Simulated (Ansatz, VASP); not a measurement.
**Two plane-wave programs on Al2GaP3**

The input INCAR:

```
SYSTEM = Al2GaP3
PREC = Accurate
ENCUT = 520
EDIFF = 1E-7
ISMEAR = 0
SIGMA = 0.02
LREAL = .FALSE.
LASPH = .TRUE.
NELM = 80
ALGO = Normal
ISIF = 2
LWAVE = .FALSE.
LCHARG = .FALSE.
GGA = PE
NBANDS = 26
```

The input KPOINTS:

```
regular mesh
0
G
  10 10 10
  0 0 0
```

File POSCAR:

```
Al2GaP3
1.0
   -1.9475158892      1.9475158892      8.2571744073
    1.9475158892     -1.9475158892      8.2571744073
    1.9475158892      1.9475158892     -8.2571744073
Al Ga P
2 1 3
Direct
    0.6666774141      0.6666774141      0.0000000000
    0.3333225859      0.3333225859      0.0000000000
    0.0000000000      0.0000000000      0.0000000000
    0.4162950998      0.9162950998      0.5000000000
    0.0837049002      0.5837049002      0.5000000000
    0.7500000000      0.2500000000      0.5000000000
```

Input for Ansatz:

```yaml
crystal:
  lattice:
    - [-1.9475158892, 1.9475158892, 8.2571744073]
    - [1.9475158892, -1.9475158892, 8.2571744073]
    - [1.9475158892, 1.9475158892, -8.2571744073]
  atoms:
    - { symbol: Al, position: [0.6666774141, 0.6666774141, 0.0] }
    - { symbol: Al, position: [0.3333225859, 0.3333225859, 0.0] }
    - { symbol: Ga, position: [0.0, 0.0, 0.0] }
    - { symbol: P, position: [0.4162950998, 0.9162950998, 0.5] }
    - { symbol: P, position: [0.0837049002, 0.5837049002, 0.5] }
    - { symbol: P, position: [0.75, 0.25, 0.5] }
basis:
  ecutwfc: 420
kpoints:
  mp_grid: { grid: [10, 10, 10] }
  band_path:
    path:
      - [[0.0, 0.0, 0.0], [0.0, 0.0, 0.5], [0.25, 0.25, 0.25], [0.0, 0.5, 0.0], [0.0, 0.0, 0.0], [0.5, 0.5, -0.5], [0.26390718, 0.73609282, -0.26390718]]
      - [[-0.26390718, 0.26390718, 0.26390718], [0.0, 0.0, 0.0]]
      - [[0.0, 0.0, 0.5], [-0.02781436, 0.02781436, 0.5]]
      - [[0.5, 0.5, -0.02781436], [0.5, 0.5, -0.5]]
    npoints: 14
hamiltonian:
  xc: pbe
scf:
  occupations: { method: gaussian, width: 0.02 }
  n_extra_bands: 15
output:
  forces: true
  stress: true
  eigenvalues: true
  populations: true
  dos: { projected: true, de: 0.02, nscf_kmesh: { grid: [15, 15, 15] } }
  bader: true
  write_density: true
  write_potential: true
  elf: true
  volumetric_format: npy
```

Alike in both runs: task single point; functional PBE; k mesh 10 × 10 × 10; occupations gaussian, width 0.02 eV; no spin polarisation.

```csv
,VASP,Ansatz
version,VASP 6.6.1,Ansatz 0.2.0
potentials or method,"VASP PAW PBE potentials, release 64 (Al, Ga_d, P), cutoff 520 eV","scalar-relativistic, plane waves, PAW"
valence electrons in the cell,34,34
```

```tsv
	VASP	Ansatz	Ansatz less VASP
gap on the k mesh at the Fermi level (eV)	1.64	1.64	+0.001
least direct gap on the mesh (eV)	1.84	1.84	+0.002
pressure (GPa)	0.0	0.0	+0.07
```

The functional is the same, so the differences come from potentials, cutoffs and numerics.
